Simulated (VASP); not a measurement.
# TiO (P-62m) in VASP: a series of runs

Runs on TiO. Level: PBEsol. Tasks: single point.

Everything below comes from runs of VASP 6.6.1. Logs are shortened: lines on timing, memory, paths and dates and some standing lists are left out, and cuts for length are marked.

## Step 1: The cell of the first run

The structure is hexagonal, space group P-62m (No. 189). Conventional cell: a = 4.711 Å, b = 4.711 Å, c = 2.694 Å, α = 90.00°, β = 90.00°, γ = 120.00°. Within 2.8 Å of Ti (site symmetry -6) lie 6 O at 1.98 Å and 5 Ti at 2.69 to 2.72 Å. Within 2.5 Å of Ti (site symmetry -62m) lie 3 O at 1.86 Å. O (site symmetry m2m) has 5 Ti at 1.86 to 1.98 Å and 6 O at 2.51 to 2.69 Å within 2.7 Å.

## Step 2: Single point, PBEsol (strain -0.050 along x and y, -0.050 along z)

File INCAR:

```
SYSTEM = TiO
PREC = Accurate ; ENCUT = 520
EDIFF = 1E-7 ; ISMEAR = 0
SIGMA = 0.15 ; LREAL = .False.
LASPH = .True. ; NELM = 100
ALGO = Normal ; ISIF = 2
LWAVE = .False. ; LCHARG = .True.
GGA = PS ; LELF = .True.
LVHAR = .True. ; NBANDS = 36
```

File KPOINTS:

```
regular mesh
0
Gamma
  12 12 16
  0 0 0
```

File POSCAR:

```
TiO
1.0
    4.7105179706      0.0000000000      0.0000000000
   -2.3552589853      4.0794282275      0.0000000000
    0.0000000000      0.0000000000      2.6941692683
Ti O
3 3
Direct
    0.6666666667      0.3333333333      0.5000000000
    0.3333333333      0.6666666667      0.5000000000
    0.0000000000      0.0000000000      0.0000000000
    0.6052948636      0.6052948636      0.0000000000
    0.3947051364      0.0000000000      0.0000000000
    0.0000000000      0.3947051364      0.0000000000
```

Potentials or basis: VASP PAW PBE potentials, release 64 (Ti_sv, O).

Run with:

```
$ cat potpaw_PBE.64/Ti_sv/POTCAR potpaw_PBE.64/O/POTCAR > POTCAR
$ mpirun -np 1 vasp_std > vasp.out
```

OUTCAR:

```text
SYSTEM = TiO
   PREC = Accurate
   ENCUT = 520
   EDIFF = 1E-7
   ISMEAR = 0
   LREAL = .False.
   LASPH = .True.
   NELM = 100
   ISIF = 2
   GGA = PS

 ion  position               nearest neighbor table
   1  0.667  0.333  0.500-   6 1.98   6 1.98   5 1.98   5 1.98   4 1.98   4 1.98   2 2.72   2 2.72
                             2 2.72
   2  0.333  0.667  0.500-   5 1.98   5 1.98   6 1.98   6 1.98   4 1.98   4 1.98   1 2.72   1 2.72
                             1 2.72
   3  0.000  0.000  0.000-   4 1.86   6 1.86   5 1.86
   4  0.605  0.605  0.000-   3 1.86   1 1.98   1 1.98   2 1.98   2 1.98
   5  0.395  0.000  0.000-   3 1.86   2 1.98   2 1.98   1 1.98   1 1.98
   6  0.000  0.395  0.000-   3 1.86   1 1.98   1 1.98   2 1.98   2 1.98

  LATTYP: Found a hexagonal cell.
 ALAT       =     4.7105179706
 C/A-ratio  =     0.5719475618

  Lattice vectors:

 A1 = (   4.7105179706,   0.0000000000,   0.0000000000)
 A2 = (  -2.3552589853,   4.0794282275,   0.0000000000)
 A3 = (   0.0000000000,   0.0000000000,   2.6941692683)

Analysis of symmetry for initial positions (statically):
=====================================================================
 Subroutine PRICEL returns:
 Original cell was already a primitive cell.

 Routine SETGRP: Setting up the symmetry group for a
 hexagonal supercell.

 Subroutine GETGRP returns: Found 12 space group operations
 (whereof 12 operations were pure point group operations)
 out of a pool of 24 trial point group operations.

The static configuration has the point symmetry D_3h.

Analysis of symmetry for dynamics (positions and initial velocities):
=====================================================================
 Subroutine PRICEL returns:
 Original cell was already a primitive cell.

 Routine SETGRP: Setting up the symmetry group for a
 hexagonal supercell.

 Subroutine GETGRP returns: Found 12 space group operations
 (whereof 12 operations were pure point group operations)
 out of a pool of 24 trial point group operations.

The dynamic configuration has the point symmetry D_3h.

 Subroutine INISYM returns: Found 12 space group operations
 (whereof 12 operations are pure point group operations),
 and found     1 'primitive' translations

----------------------------------------------------------------------------------------

                                     Primitive cell

  volume of cell :      51.7717

  direct lattice vectors                    reciprocal lattice vectors
     4.710517971  0.000000000  0.000000000     0.212290879  0.122566196  0.000000000
    -2.355258985  4.079428228  0.000000000     0.000000000  0.245132392  0.000000000
     0.000000000  0.000000000  2.694169268     0.000000000  0.000000000  0.371171927

  length of vectors
     4.710517971  4.710517971  2.694169268     0.245132392  0.245132392  0.371171927

  position of ions in fractional coordinates (direct lattice)
     0.666666667  0.333333333  0.500000000
     0.333333333  0.666666667  0.500000000
     0.000000000  0.000000000  0.000000000
     0.605294864  0.605294864  0.000000000
     0.394705136  0.000000000  0.000000000
     0.000000000  0.394705136  0.000000000

  ion indices of the primitive-cell ions
   primitive index   ion index
                 1           1
                 2           2
                 3           3
                 4           4
                 5           5
                 6           6

----------------------------------------------------------------------------------------

 KPOINTS: regular mesh

Automatic generation of k-mesh.
 Grid dimensions read from file:
 generate k-points for:   12   12   16

 Generating k-lattice:

  Cartesian coordinates                     Fractional coordinates (reciprocal lattice)
     0.017690907  0.010213850  0.000000000     0.083333333  0.000000000  0.000000000
     0.000000000  0.020427699  0.000000000     0.000000000  0.083333333  0.000000000
     0.000000000  0.000000000  0.023198245     0.000000000  0.000000000  0.062500000

  Length of vectors
     0.020427699  0.020427699  0.023198245

  Shift w.r.t. Gamma in fractional coordinates (k-lattice)
     0.000000000  0.000000000  0.000000000

 Subroutine IBZKPT returns following result:
 ===========================================

 Found    171 irreducible k-points:

 Following reciprocal coordinates:
            Coordinates               Weight
  0.000000  0.000000  0.000000      1.000000
  0.083333 -0.000000  0.000000      6.000000
  0.166667 -0.000000  0.000000      6.000000
  0.250000 -0.000000  0.000000      6.000000
  0.333333 -0.000000  0.000000      6.000000
  0.416667 -0.000000  0.000000      6.000000
[... 16 lines left out ...]
  0.250000 -0.000000  0.062500     12.000000
  0.333333 -0.000000  0.062500     12.000000
 [... further k-points ...]
   k-points           NKPTS =    171   k-points in BZ     NKDIM =    171   number of bands    NBANDS=     36
[... 54 lines left out ...]
   NGX = 17   NGY = 17   NGZ = 11

 number of electron      54.0000009 magnetization

 Free energy of the ion-electron system (eV)
  ---------------------------------------------------
  ext. energy  EPLUGINS =         0.00000000
  ---------------------------------------------------
  free energy    TOTEN  =       -55.58769841 eV

  energy without entropy =      -55.58034310  energy(sigma->0) =      -55.58402076

 E-fermi :  13.2187     XC(G=0): -13.7123

 val. band max:       13.2133154976   @ k =   0.0833  -0.0000   0.1875
 cond. band min:      13.2219597781   @ k =   0.2500  -0.0000   0.5000
 fundamental gap:      0.0086442805
 Fermi energy:        13.2187022365

 k-point     1 :       0.0000    0.0000    0.0000
  band No.  band energies     occupation
      1     -44.8526      2.00000
      2     -44.6781      2.00000
      3     -44.1396      2.00000
      4     -21.7231      2.00000
      5     -21.7231      2.00000
      6     -21.2075      2.00000
[... 28 lines left out ...]
     35      15.3712      0.00000
     36      15.9646      0.00000

 k-point     2 :       0.0833   -0.0000    0.0000
  band No.  band energies     occupation
      1     -44.8497      2.00000
      2     -44.6806      2.00000
      3     -44.1400      2.00000
      4     -21.7359      2.00000
      5     -21.7254      2.00000
      6     -21.1885      2.00000
[... 28 lines left out ...]
     35      15.3978      0.00000
     36      16.0858      0.00000

 k-point     3 :       0.1667   -0.0000    0.0000
  band No.  band energies     occupation
      1     -44.8413      2.00000
      2     -44.6881      2.00000
      3     -44.1412      2.00000
      4     -21.7683      2.00000
      5     -21.7230      2.00000
      6     -21.1403      2.00000
[... 28 lines left out ...]
     35      15.4734      0.00000
     36      16.3598      0.00000

 k-point     4 :       0.2500   -0.0000    0.0000
  band No.  band energies     occupation
      1     -44.8285      2.00000
      2     -44.6997      2.00000
      3     -44.1429      2.00000
      4     -21.8074      2.00000
      5     -21.7003      2.00000
      6     -21.0903      2.00000
[... 28 lines left out ...]
     35      15.5862      0.00000
     36      16.1696      0.00000

 k-point     5 :       0.3333   -0.0000    0.0000
  band No.  band energies     occupation
      1     -44.8129      2.00000
      2     -44.7140      2.00000
      3     -44.1446      2.00000
      4     -21.8421      2.00000
      5     -21.6493      2.00000
      6     -21.1312      2.00000
[... 655 lines left out ...]
 k-point    22 :       0.1667   -0.0000    0.0625
  band No.  band energies     occupation
      1     -44.8361      2.00000
      2     -44.6836      2.00000
      3     -44.1378      2.00000
      4     -21.7552      2.00000
      5     -21.7105      2.00000
      6     -21.1332      2.00000
[... 28 lines left out ...]
     35      15.4229      0.00000
     36      16.3428      0.00000

 k-point    23 :       0.2500   -0.0000    0.0625
  band No.  band energies     occupation
      1     -44.8234      2.00000
      2     -44.6951      2.00000
      3     -44.1394      2.00000
      4     -21.7937      2.00000
      5     -21.6885      2.00000
      6     -21.0864      2.00000
[... 28 lines left out ...]
     35      15.5378      0.00000
     36      16.1205      0.00000

 k-point    24 :       0.3333   -0.0000    0.0625
  band No.  band energies     occupation
      1     -44.8078      2.00000
      2     -44.7094      2.00000
      3     -44.1410      2.00000
      4     -21.8280      2.00000
      5     -21.6389      2.00000
      6     -21.1399      2.00000
[... 28 lines left out ...]
     35      15.6609      0.00000
     36      15.9092      0.00000

 [... further k-points ...]

------------------------ aborting loop because EDIFF is reached ----------------------------------------

  FORCE on cell =-STRESS in cart. coord.  units (eV):
  Direction    XX          YY          ZZ          XY          YZ          ZX
  --------------------------------------------------------------------------------------
  -------------------------------------------------------------------------------------
  Total       17.2100359     17.2100359     17.0549542      0.0000000      0.0000000      0.0000000
  in kB      532.5979862    532.5979862    527.7986805      0.0000000      0.0000000      0.0000000
  external PRESSURE =     530.9982176 kB  Pullay stress =       0.0000000 kB

 VOLUME and BASIS-vectors are now :
 -----------------------------------------------------------------------------
  energy-cutoff  :      520.00
  volume of cell :       51.77
      direct lattice vectors                 reciprocal lattice vectors
     4.710517971  0.000000000  0.000000000     0.212290879  0.122566196  0.000000000
    -2.355258985  4.079428228  0.000000000     0.000000000  0.245132392  0.000000000
     0.000000000  0.000000000  2.694169268     0.000000000  0.000000000  0.371171927

 POSITION                                       TOTAL-FORCE (eV/Angst)
 -----------------------------------------------------------------------------------
      2.35526      1.35981      1.34708        -0.000000      0.000000     -0.000000
     -0.00000      2.71962      1.34708         0.000000      0.000000     -0.000000
      0.00000      0.00000      0.00000        -0.000000      0.000000     -0.000000
      1.42563      2.46926      0.00000        -0.285558     -0.494601     -0.000000
      1.85927      0.00000      0.00000         0.571116      0.000000      0.000000
     -0.92963      1.61017      0.00000        -0.285558      0.494601     -0.000000
 -----------------------------------------------------------------------------------
    total drift:                                0.000003      0.000005     -0.000001

  FREE ENERGIE OF THE ION-ELECTRON SYSTEM (eV)
  ---------------------------------------------------
  free  energy   TOTEN  =       -55.5876984124 eV

  energy  without entropy=      -55.5803431000  energy(sigma->0) =      -55.58402076
```

It took 3.8 min on 1 thread of AMD EPYC 9R45 (Zen 5), shared host; peak memory 0.31 GiB.

What came out:

* Free energy: -55.5877 eV
* Pressure: 53.1 GPa
* Largest force: 0.571 eV/Å
* Band gap on the k mesh: zero (bands 27 and 28 overlap by 1.91 eV)

Forces on the atoms (eV/Å):
```
Ti   0.000  0.000  0.000
Ti   0.000  0.000  0.000
Ti   0.000  0.000  0.000
O   -0.286 -0.495  0.000
O    0.571  0.000  0.000
O   -0.286  0.495  0.000
```

Caveat: the cell differs from its parent crystal (strain -0.050 along x and y, -0.050 along z); the cell stands under pressure; the PAW data sets were made with another functional, which shifts forces and pressure a little; semilocal functionals often make such compounds metallic where correlation or magnetic order opens a gap, which also shifts bond lengths.

## Step 3: Single point, PBEsol (strain -0.050 along x and y, -0.025 along z)

File INCAR:

```
SYSTEM = TiO
ALGO = Normal
EDIFF = 1E-6
ENCUT = 520
GGA = PS
ISIF = 2
ISMEAR = 0
LASPH = .TRUE.
LCHARG = .FALSE.
LREAL = .FALSE.
LWAVE = .FALSE.
NBANDS = 36
NELM = 80
PREC = Accurate
SIGMA = 0.15
```

File KPOINTS:

```
k-points
0
G
  12 12 16
  0 0 0
```

POSCAR, as its differences from that of step 2:

```diff
@@ -4,3 +4,3 @@
    -2.3552589853      4.0794282275      0.0000000000
-    0.0000000000      0.0000000000      2.6941692683
+    0.0000000000      0.0000000000      2.7650684595
 Ti O
```

Potentials or basis: VASP PAW PBE potentials, release 64 (Ti_sv, O).

Run with:

```
$ cat potpaw_PBE.64/Ti_sv/POTCAR potpaw_PBE.64/O/POTCAR > POTCAR
$ mpirun -np 1 vasp_std > vasp.out
```

Run time: 3.4 min. Hardware: 1 thread of AMD EPYC 9R45 (Zen 5), shared host; peak memory 0.33 GiB.

Results (log left out):

| Property | Result |
| --- | --- |
| Free energy | -55.9619 eV |
| Pressure | 42.1 GPa |
| Largest force | 0.712 eV/Å |
| Band gap on the k mesh | zero (bands 27 and 28 overlap by 1.36 eV) |

Forces on the atoms (eV/Å):
```
Ti   0.000  0.000  0.000
Ti   0.000  0.000  0.000
Ti   0.000  0.000  0.000
O   -0.356 -0.616  0.000
O    0.712  0.000  0.000
O   -0.356  0.616  0.000
```

Stress tensor (GPa, compression positive):
```
45.55  0.00  0.00
 0.00 45.55  0.00
 0.00  0.00 35.12
```

Levels at points of the mesh, in eV from the Fermi level:
```tsv
k point	band 24	band 25	band 26	band 27	band 28	band 29	band 30	band 31
(0.00, 0.00, 0.00)	-6.15	-4.05	-1.04	-1.04	-0.83	0.14	0.14	0.94
(0.50, 0.00, 0.00)	-5.66	-2.97	-2.49	-2.19	0.40	1.01	1.35	1.56
(0.00, 0.00, 0.50)	-6.34	-2.43	-2.43	0.53	1.41	1.41	1.45	1.45
(0.50, 0.00, 0.50)	-5.91	-2.52	-1.76	-0.70	0.55	0.82	1.83	1.88
```

Caveat: the cell differs from its parent crystal (strain -0.050 along x and y, -0.025 along z); the cell stands under pressure; the PAW data sets were made with another functional, which shifts forces and pressure a little; semilocal functionals often make such compounds metallic where correlation or magnetic order opens a gap, which also shifts bond lengths.

## Step 4: Single point, PBEsol (strain -0.050 along x and y, +0.000 along z)

File INCAR:

```
SYSTEM = TiO
PREC = Accurate ; ENCUT = 520
EDIFF = 1E-6 ; ISMEAR = 0
SIGMA = 0.15 ; LREAL = .FALSE.
LASPH = .TRUE. ; NELM = 60
ALGO = Normal ; ISIF = 2
LWAVE = .FALSE. ; LCHARG = .FALSE.
GGA = PS ; NBANDS = 36
```

File KPOINTS:

```
regular mesh
0
G
  12 12 16
  0 0 0
```

POSCAR, as its differences from that of step 3:

```diff
@@ -4,3 +4,3 @@
    -2.3552589853      4.0794282275      0.0000000000
-    0.0000000000      0.0000000000      2.7650684595
+    0.0000000000      0.0000000000      2.8359676508
 Ti O
```

Run with:

```
$ cat potpaw_PBE.64/Ti_sv/POTCAR potpaw_PBE.64/O/POTCAR > POTCAR
$ mpirun -np 1 vasp_std > vasp.out
```

It took 3.9 min on 1 thread of AMD EPYC 9R45 (Zen 5), shared host; peak memory 0.34 GiB.

The run converged. Its results:

```
Free energy            : -56.1968 eV
Pressure               : 32.6 GPa
Largest force          : 0.813 eV/Å
Band gap on the k mesh : zero (bands 27 and 28 overlap by 0.85 eV)
```

Forces in eV/Å, atoms in the order of the input:
```
Ti   0.000  0.000  0.000
Ti   0.000  0.000  0.000
Ti   0.000  0.000  0.000
O   -0.407 -0.704  0.000
O    0.813  0.000  0.000
O   -0.407  0.704  0.000
```

Stress tensor (GPa, compression positive):
```
38.81  0.00  0.00
 0.00 38.81  0.00
 0.00  0.00 20.05
```

Levels at points of the mesh, in eV from the Fermi level:
```tsv
k point	band 24	band 25	band 26	band 27	band 28	band 29	band 30	band 31
(0.00, 0.00, 0.00)	-6.13	-3.99	-0.91	-0.91	-0.58	0.06	0.06	0.86
(0.50, 0.00, 0.00)	-5.34	-2.91	-2.29	-2.02	0.31	1.01	1.40	1.47
(0.00, 0.00, 0.50)	-6.11	-2.30	-2.30	0.27	1.46	1.46	1.50	1.50
(0.50, 0.00, 0.50)	-5.62	-2.39	-1.75	-0.58	0.60	0.85	1.68	1.72
```

Caveat: the cell differs from its parent crystal (strain -0.050 along x and y, +0.000 along z); the cell stands under pressure; the PAW data sets were made with another functional, which shifts forces and pressure a little; semilocal functionals often make such compounds metallic where correlation or magnetic order opens a gap, which also shifts bond lengths.

## Step 5: Single point, PBEsol (strain -0.050 along x and y, +0.025 along z)

File INCAR:

```
SYSTEM = TiO
PREC     = Accurate       ! precision mode
ENCUT    = 520            ! plane-wave cutoff, eV
EDIFF    = 1E-6           ! SCF threshold, eV
ISMEAR   = 0              ! smearing method
SIGMA    = 0.15           ! smearing width, eV
LREAL    = .FALSE.        ! projectors in reciprocal space
LASPH    = .TRUE.         ! aspherical terms in the spheres
NELM     = 60             ! most SCF steps
ALGO     = Normal         ! electronic algorithm
ISIF     = 2              ! what is computed and relaxed
LWAVE    = .FALSE.        ! write WAVECAR
LCHARG   = .FALSE.        ! write CHGCAR
GGA      = PS             ! functional
NBANDS   = 36             ! bands
```

KPOINTS is that of step 4.

POSCAR, as its differences from that of step 4:

```diff
@@ -4,3 +4,3 @@
    -2.3552589853      4.0794282275      0.0000000000
-    0.0000000000      0.0000000000      2.8359676508
+    0.0000000000      0.0000000000      2.9068668421
 Ti O
```

Run with:

```
$ cat potpaw_PBE.64/Ti_sv/POTCAR potpaw_PBE.64/O/POTCAR > POTCAR
$ mpirun -np 1 vasp_std > vasp.out
```

It took 3.8 min on 1 thread of AMD EPYC 9R45 (Zen 5), shared host; peak memory 0.33 GiB.

The run converged. Its results:

| Item | Value |
| --- | --- |
| Free energy | -56.3143 eV |
| Pressure | 24.3 GPa |
| Largest force | 0.882 eV/Å |
| Band gap on the k mesh | zero (bands 27 and 28 overlap by 0.40 eV) |

Forces in eV/Å, atoms in the order of the input:
```
Ti   0.000  0.000  0.000
Ti   0.000  0.000  0.000
Ti   0.000  0.000  0.000
O   -0.441 -0.764  0.000
O    0.882  0.000  0.000
O   -0.441  0.764  0.000
```

Stress tensor (GPa, compression positive):
```
32.76  0.00  0.00
 0.00 32.76  0.00
 0.00  0.00  7.41
```

Levels at points of the mesh, in eV from the Fermi level:
| k point | band 24 | band 25 | band 26 | band 27 | band 28 | band 29 | band 30 | band 31 |
| --- | --- | --- | --- | --- | --- | --- | --- | --- |
| (0.00, 0.00, 0.00) | -5.88 | -3.90 | -0.76 | -0.76 | -0.32 | 0.03 | 0.03 | 0.83 |
| (0.50, 0.00, 0.00) | -4.99 | -2.81 | -2.08 | -1.83 | 0.27 | 1.05 | 1.41 | 1.46 |
| (0.00, 0.00, 0.50) | -5.81 | -2.14 | -2.14 | 0.08 | 1.53 | 1.53 | 1.56 | 1.56 |
| (0.50, 0.00, 0.50) | -5.30 | -2.24 | -1.70 | -0.44 | 0.67 | 0.90 | 1.60 | 1.60 |

Caveat: the cell differs from its parent crystal (strain -0.050 along x and y, +0.025 along z); the cell stands under pressure; the PAW data sets were made with another functional, which shifts forces and pressure a little; semilocal functionals often make such compounds metallic where correlation or magnetic order opens a gap, which also shifts bond lengths.

## Step 6: The runs side by side

| cell | gap on the mesh (eV) | pressure (GPa) | largest force (eV/Å) |
| --- | --- | --- | --- |
| a = 4.711, b = 4.711, c = 2.694 Å, angles 90.0, 90.0, 120.0°, 6 atoms | none | 53.1 | 0.57 |
| a = 4.711, b = 4.711, c = 2.765 Å, angles 90.0, 90.0, 120.0°, 6 atoms | none | 42.1 | 0.71 |
| a = 4.711, b = 4.711, c = 2.836 Å, angles 90.0, 90.0, 120.0°, 6 atoms | none | 32.6 | 0.81 |
| a = 4.711, b = 4.711, c = 2.907 Å, angles 90.0, 90.0, 120.0°, 6 atoms | none | 24.3 | 0.88 |

Alike in all rows: task single point; level PBEsol; potentials or basis VASP PAW PBE potentials, release 64 (Ti_sv, O); no spin polarisation; k mesh 12 × 12 × 16; cutoff (eV) 520; smearing gaussian 0.15 eV.

Caveats: the cell stands under pressure; the PAW data sets were made with another functional, which shifts forces and pressure a little; semilocal functionals often make such compounds metallic where correlation or magnetic order opens a gap, which also shifts bond lengths.

Total energies depend on the potentials used, so only differences within one code and one set of settings carry meaning.
